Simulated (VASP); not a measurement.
# Ni (Fd-3m) in VASP: notebook

The runs below take Ni through single point, with PBEsol.

Program: VASP 6.6.1. These are calculated values, not measurements. Logs are shortened: lines on timing, memory, paths and dates and some standing lists are left out, and cuts for length are marked.

## 1. The cell of the first run

Symmetry: Fd-3m, No. 227, cubic system. Conventional cell: a = 5.069 Å, b = 5.069 Å, c = 5.069 Å, α = 90.00°, β = 90.00°, γ = 90.00°. Within 2.9 Å of Ni (site symmetry -43m) lie 4 Ni at 2.19 Å.

## 2. Single point, PBEsol (volume scaled by 1.04)

File INCAR:

```
SYSTEM = Ni
ALGO = Normal
EDIFF = 1E-7
ENCUT = 520
GGA = PS
ISIF = 2
ISMEAR = -1
LASPH = .TRUE.
LCHARG = .FALSE.
LREAL = .FALSE.
LWAVE = .FALSE.
NBANDS = 17
NELM = 100
PREC = Accurate
SIGMA = 0.1
```

File KPOINTS:

```
k-points
0
G
  12 12 12
  0 0 0
```

File POSCAR:

```
Ni
1.0
    0.0000000000      2.5344335744      2.5344335744
    2.5344335744      0.0000000000      2.5344335744
    2.5344335744      2.5344335744      0.0000000000
Ni
2
Direct
    0.1250000000      0.1250000000      0.1250000000
    0.8750000000      0.8750000000      0.8750000000
```

Potentials or basis: VASP PAW PBE potentials, release 64 (Ni).

The run is started by

```bash
$ cat potpaw_PBE.64/Ni/POTCAR > POTCAR
$ mpirun -np 1 vasp_std > vasp.out
```

OUTCAR:

```text
SYSTEM = Ni
   EDIFF = 1E-7
   ENCUT = 520
   GGA = PS
   ISIF = 2
   ISMEAR = -1
   LASPH = .TRUE.
   LREAL = .FALSE.
   NELM = 100
   PREC = Accurate

 ion  position               nearest neighbor table
   1  0.125  0.125  0.125-   2 2.19   2 2.19   2 2.19   2 2.19
   2  0.875  0.875  0.875-   1 2.19   1 2.19   1 2.19   1 2.19

  LATTYP: Found a face centered cubic cell.
 ALAT       =     5.0688671488

  Lattice vectors:

 A1 = (   0.0000000000,   2.5344335744,   2.5344335744)
 A2 = (   2.5344335744,   0.0000000000,   2.5344335744)
 A3 = (   2.5344335744,   2.5344335744,   0.0000000000)

Analysis of symmetry for initial positions (statically):
=====================================================================
 Subroutine PRICEL returns:
 Original cell was already a primitive cell.

 Routine SETGRP: Setting up the symmetry group for a
 face centered cubic supercell.

 Subroutine GETGRP returns: Found 48 space group operations
 (whereof 12 operations were pure point group operations)
 out of a pool of 48 trial point group operations.

The static configuration has the point symmetry D_3d.
 The point group associated with its full space group is O_h .

Analysis of symmetry for dynamics (positions and initial velocities):
=====================================================================
 Subroutine PRICEL returns:
 Original cell was already a primitive cell.

 Routine SETGRP: Setting up the symmetry group for a
 face centered cubic supercell.

 Subroutine GETGRP returns: Found 48 space group operations
 (whereof 12 operations were pure point group operations)
 out of a pool of 48 trial point group operations.

The dynamic configuration has the point symmetry D_3d.
 The point group associated with its full space group is O_h .

 Subroutine INISYM returns: Found 48 space group operations
 (whereof 12 operations are pure point group operations),
 and found     1 'primitive' translations

----------------------------------------------------------------------------------------

                                     Primitive cell

  volume of cell :      32.5591

  direct lattice vectors                    reciprocal lattice vectors
     0.000000000  2.534433574  2.534433574    -0.197282740  0.197282740  0.197282740
     2.534433574  0.000000000  2.534433574     0.197282740 -0.197282740  0.197282740
     2.534433574  2.534433574  0.000000000     0.197282740  0.197282740 -0.197282740

  length of vectors
     3.584230334  3.584230334  3.584230334     0.341703729  0.341703729  0.341703729

  position of ions in fractional coordinates (direct lattice)
     0.125000000  0.125000000  0.125000000
     0.875000000  0.875000000  0.875000000

  ion indices of the primitive-cell ions
   primitive index   ion index
                 1           1
                 2           2

----------------------------------------------------------------------------------------

 KPOINTS: k-points

Automatic generation of k-mesh.
 Grid dimensions read from file:
 generate k-points for:   12   12   12

 Generating k-lattice:

  Cartesian coordinates                     Fractional coordinates (reciprocal lattice)
    -0.016440228  0.016440228  0.016440228     0.083333333  0.000000000  0.000000000
     0.016440228 -0.016440228  0.016440228     0.000000000  0.083333333  0.000000000
     0.016440228  0.016440228 -0.016440228     0.000000000  0.000000000  0.083333333

  Length of vectors
     0.028475311  0.028475311  0.028475311

  Shift w.r.t. Gamma in fractional coordinates (k-lattice)
     0.000000000  0.000000000  0.000000000

 Subroutine IBZKPT returns following result:
 ===========================================

 Found     72 irreducible k-points:

 Following reciprocal coordinates:
            Coordinates               Weight
  0.000000  0.000000  0.000000      1.000000
  0.083333  0.000000  0.000000      8.000000
  0.166667  0.000000  0.000000      8.000000
  0.250000  0.000000  0.000000      8.000000
  0.333333  0.000000  0.000000      8.000000
  0.416667  0.000000  0.000000      8.000000
[... 16 lines left out ...]
  0.500000  0.166667  0.000000     24.000000
 -0.416667  0.166667  0.000000     24.000000
 [... further k-points ...]
   k-points           NKPTS =     72   k-points in BZ     NKDIM =     72   number of bands    NBANDS=     17
   number of dos      NEDOS =    301   number of ions     NIONS =      2
   total plane-waves  NPLWV =  21952
   dimension x,y,z NGX =    28 NGY =   28 NGZ =   28
   dimension x,y,z NGXF=    56 NGYF=   56 NGZF=   56
   ions per type =               2
   NGX,Y,Z   is equivalent  to a cutoff of  12.99, 12.99, 12.99 a.u.
   NGXF,Y,Z  is equivalent  to a cutoff of  25.97, 25.97, 25.97 a.u.
 SYSTEM =  Ni
   PREC   = accura    normal or accurate (medium, high low for compatibility)
   ISTART =      0    job   : 0-new  1-cont  2-samecut
   ICHARG =      2    charge: 1-file 2-atom 10-const
   ISPIN  =      1    spin polarized calculation?
   LNONCOLLINEAR =      F non collinear calculations
   LSORBIT =      F    spin-orbit coupling
   LASPH  =      T    aspherical Exc in radial PAW
   ENCUT  =  520.0 eV  38.22 Ry    6.18 a.u.   6.66  6.66  6.66*2*pi/ulx,y,z
   NELM   =    100;   NELMIN=  2; NELMDL= -5     # of ELM steps
   EDIFF  = 0.1E-06   stopping-criterion for ELM
   LREAL  =      F    real-space projection
   EDIFFG = 0.1E-05   stopping-criterion for IOM
   NSW    =      0    number of steps for IOM
   IBRION =     -1    ionic relax: 0-MD 1-quasi-New 2-CG
   NFREE  =      0    steps in history (QN), initial steepest desc. (CG)
   ISIF   =      2    stress and relaxation
   ISYM   =      2    0-nonsym 1-usesym 2-fastsym
   POTIM  = 0.5000    time-step for ionic-motion
   TEBEG  =    0.0;   TEEND  =   0.0 temperature during run
   PSTRESS=    0.0 pullay stress
   NELECT =      20.0000    total number of electrons
   NUPDOWN=      -1.0000    fix difference up-down
   EMIN   =  10.00;   EMAX   =-10.00  energy-range for DOS
   EFERMI =   0.00;   METHOD = LEGACY
   ISMEAR =    -1;   SIGMA  =   0.10  broadening in eV -4-tet -1-fermi 0-gaus
   EFERMI_NEDOS =   21; number of points for ismear=-14 and -15
   IALGO  =     38    algorithm
   IMIX   =      4    mixing-type and parameters
     AMIX     =   0.40;   BMIX     =  1.00
     AMIX_MAG =   1.60;   BMIX_MAG =  1.00
  volume/ion in A,a.u.               =      16.28       109.86
  Fermi-wavevector in a.u.,A,eV,Ry     =   1.391641  2.629820 26.349927  1.936665
  Thomas-Fermi vector in A             =   2.515461
   LORBIT       =      0    0 simple, 1 ext, 2 COOP (PROOUT), +10 PAW based schemes
   GGA     = PS    functional components
   LHFCALC =     F    Hartree Fock is set to
   AEXX    =    0.0000 exact exchange contribution
   IVDW    =     0    specifies the selected vdW correction
   LEPSILON=     F    determine dielectric tensor
   LRPA    =     F    only Hartree local field effects (RPA)
 non-spin polarized calculation
  energy-cutoff  :      520.00
  volume of cell :       32.56
 maximum number of plane-waves:       899
   NGX = 13   NGY = 13   NGZ = 13

 number of electron      19.9999978 magnetization

 Free energy of the ion-electron system (eV)
  ---------------------------------------------------
  ext. energy  EPLUGINS =         0.00000000
  ---------------------------------------------------
  free energy    TOTEN  =        -9.51205446 eV

  energy without entropy =       -9.30079948  energy(sigma->0) =       -9.40642697

 E-fermi :   4.4992     XC(G=0): -10.9332

 val. band max:        4.4951120709   @ k =  -0.3333   0.3333   0.0000
 cond. band min:       4.5020628362   @ k =  -0.3333   0.3333   0.1667
 fundamental gap:      0.0069507653
 Fermi energy:         4.4991882298

 k-point     1 :       0.0000    0.0000    0.0000
  band No.  band energies     occupation
      1      -1.9879      2.00000
      2       1.8725      2.00000
      3       1.8725      2.00000
      4       1.9153      2.00000
      5       1.9153      2.00000
      6       1.9153      2.00000
[... 9 lines left out ...]
     16      17.0654      0.00000
     17      17.0654      0.00000

 k-point     2 :       0.0833    0.0000    0.0000
  band No.  band energies     occupation
      1      -1.8621      2.00000
      2       1.7812      2.00000
      3       1.7812      2.00000
      4       1.9202      2.00000
      5       2.0322      2.00000
      6       2.0322      2.00000
[... 9 lines left out ...]
     16      17.9060      0.00000
     17      17.9060      0.00000

 k-point     3 :       0.1667    0.0000    0.0000
  band No.  band energies     occupation
      1      -1.4916      2.00000
      2       1.7167      2.00000
      3       1.7167      2.00000
      4       1.9394      2.00000
      5       2.1563      2.00000
      6       2.1563      2.00000
[... 9 lines left out ...]
     16      18.7363      0.00000
     17      18.7363      0.00000

 k-point     4 :       0.2500    0.0000    0.0000
  band No.  band energies     occupation
      1      -0.9014      2.00000
      2       1.7054      2.00000
      3       1.7054      2.00000
      4       1.9807      2.00000
      5       2.2185      2.00000
      6       2.2185      2.00000
[... 9 lines left out ...]
     16      18.4860      0.00000
     17      18.4860      0.00000
[... 343 lines left out ...]
      1       0.4820      2.00000
      2       1.4666      2.00000
      3       1.9528      2.00000
      4       1.9531      2.00000
      5       2.2142      2.00000
      6       2.3890      2.00000
[... 9 lines left out ...]
     16      19.0844      0.00000
     17      20.1697      0.00000

 k-point    23 :       0.5000    0.1667    0.0000
  band No.  band energies     occupation
      1       1.0938      2.00000
      2       1.4897      2.00000
      3       1.8888      2.00000
      4       1.9064      2.00000
      5       2.2658      2.00000
      6       2.3121      2.00000
[... 9 lines left out ...]
     16      19.5306      0.00000
     17      20.0117      0.00000

 k-point    24 :      -0.4167    0.1667    0.0000
  band No.  band energies     occupation
      1       1.1689      2.00000
      2       1.5955      2.00000
      3       1.7778      2.00000
      4       1.9103      2.00000
      5       2.2074      2.00000
      6       2.3640      2.00000
[... 9 lines left out ...]
     16      19.0789      0.00000
     17      19.9294      0.00000

 [... further k-points ...]
[... 5 lines left out ...]
  --------------------------------------------------------------------------------------
  -------------------------------------------------------------------------------------
  Total       -0.7777348     -0.7777348     -0.7777348     -0.0000000      0.0000000     -0.0000000
  in kB      -38.2709601    -38.2709601    -38.2709601     -0.0000000      0.0000000     -0.0000000
  external PRESSURE =     -38.2709601 kB  Pullay stress =       0.0000000 kB

 VOLUME and BASIS-vectors are now :
 -----------------------------------------------------------------------------
  energy-cutoff  :      520.00
  volume of cell :       32.56
      direct lattice vectors                 reciprocal lattice vectors
     0.000000000  2.534433574  2.534433574    -0.197282740  0.197282740  0.197282740
     2.534433574  0.000000000  2.534433574     0.197282740 -0.197282740  0.197282740
     2.534433574  2.534433574  0.000000000     0.197282740  0.197282740 -0.197282740

 POSITION                                       TOTAL-FORCE (eV/Angst)
 -----------------------------------------------------------------------------------
      0.63361      0.63361      0.63361         0.000000      0.000000      0.000000
      4.43526      4.43526      4.43526        -0.000000     -0.000000     -0.000000
 -----------------------------------------------------------------------------------
    total drift:                                0.000000      0.000000     -0.000000

  FREE ENERGIE OF THE ION-ELECTRON SYSTEM (eV)
  ---------------------------------------------------
  free  energy   TOTEN  =        -9.5120544618 eV

  energy  without entropy=       -9.3007994797  energy(sigma->0) =       -9.40642697
```

Wall time 64 s (1 thread of Intel Xeon 8259CL, shared host); peak memory 0.17 GiB.

Results:

- Free energy: -9.5121 eV
- Pressure: -3.8 GPa
- Band gap on the k mesh: zero (band 10 reaches 4.57 eV, above the bottom of band 11 at 4.27 eV)

Caveat: the PAW data sets were made with another functional, which shifts forces and pressure a little; the run has no spin polarisation, though such a crystal can be magnetic. Spin polarisation is off, so any magnetic state and its effect on volume and gap are missing.

## 3. Single point, PBEsol (volume scaled by 1.08)

File INCAR:

```
SYSTEM = Ni
PREC = Accurate ; ENCUT = 520
EDIFF = 1E-6 ; ISMEAR = -1
SIGMA = 0.1 ; LREAL = .FALSE.
LASPH = .TRUE. ; NELM = 100
ALGO = Normal ; ISIF = 2
LWAVE = .FALSE. ; LCHARG = .FALSE.
GGA = PS ; NBANDS = 17
```

File KPOINTS:

```
Automatic mesh
0
G
  12 12 12
  0 0 0
```

File POSCAR:

```
Ni
1.0
    0.0000000000      2.5665184181      2.5665184181
    2.5665184181      0.0000000000      2.5665184181
    2.5665184181      2.5665184181      0.0000000000
Ni
2
Direct
    0.1250000000      0.1250000000      0.1250000000
    0.8750000000      0.8750000000      0.8750000000
```

Potentials or basis: VASP PAW PBE potentials, release 64 (Ni).

The run is started by

```bash
$ cat potpaw_PBE.64/Ni/POTCAR > POTCAR
$ mpirun -np 1 vasp_std > vasp.out
```

Run time: 57 s. Hardware: 1 thread of Intel Xeon 8259CL, shared host; peak memory 0.18 GiB.

It converged, with:

```yaml
Free_energy: -9.4701 eV
Pressure: -6.8 GPa
Band_gap_on_the_k_mesh: zero (band 10 reaches 4.20 eV, above the bottom of band 11 at 3.91 eV)
```

Levels at points of the mesh, in eV from the Fermi level:
| k point | band 7 | band 8 | band 9 | band 10 | band 11 | band 12 | band 13 | band 14 |
| --- | --- | --- | --- | --- | --- | --- | --- | --- |
| (0.00, 0.00, 0.00) | -1.04 | -1.04 | -1.04 | -0.08 | -0.08 | 11.68 | 11.68 | 11.68 |
| (0.50, 0.00, 0.00) | -1.25 | -0.71 | -0.71 | -0.22 | -0.22 | 0.86 | 8.54 | 8.54 |
| (0.50, 0.50, 0.00) | -1.24 | -1.24 | -0.10 | -0.10 | 1.33 | 1.33 | 4.54 | 4.54 |

Caveat: the PAW data sets were made with another functional, which shifts forces and pressure a little; the run has no spin polarisation, though such a crystal can be magnetic. Spin polarisation is off, so any magnetic state and its effect on volume and gap are missing.
